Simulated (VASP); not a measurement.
The system is TlSnCl3.

```xyz
5
Lattice="5.5771 0.0000 0.0000 0.0000 5.5771 0.0000 0.0000 0.0000 5.5771" Properties=species:S:1:pos:R:3 pbc="T T T"
Tl    0.0000    0.0000    0.0000
Sn    2.7885    2.7885    2.7885
Cl    2.7885    2.7885    0.0000
Cl    2.7885    0.0000    2.7885
Cl    0.0000    2.7885    2.7885
```

* Program: VASP 6.6.1
* Task: relaxation of cell and atoms
* Functional: r2SCAN
* Potentials or basis: VASP PAW PBE potentials, release 64 (Tl_d, Sn_d, Cl)
* Cutoff: 600 eV
* k mesh: 4 × 4 × 4
* Occupations: fermi-dirac, width 0.02 eV
* Spin: no spin polarisation

At the start: pressure -0.8 GPa; volume 34.69 Å³/atom.

Task: How do energy, volume and symmetry change on relaxing?

Result: Over 3 steps the energy falls by 2.7 meV/atom and the volume is 33.61 Å³/atom (-3.1 %); space group Pm-3m (No. 221, to 0.1 Å) before and after.

The path:
```tsv
step	energy change (eV)	largest force (eV/Å)	pressure (GPa)	volume (Å³)
1	0.0000	0.0000	-0.78	173.47
2	-0.0129	0.0000	-0.18	169.24
3	-0.0135	0.0000	0.00	168.05
```

Final structure:
```
Tl Sn Cl
1.0
     5.51837    0.00000    0.00000
     0.00000    5.51837    0.00000
     0.00000    0.00000    5.51837
Tl Sn Cl
1 1 3
Direct
  0.00000 0.00000 0.00000
  0.50000 0.50000 0.50000
  0.50000 0.50000 0.00000
  0.50000 0.00000 0.50000
  0.00000 0.50000 0.50000
```

Caveat: the PAW data sets were made with another functional, which shifts forces and pressure a little.
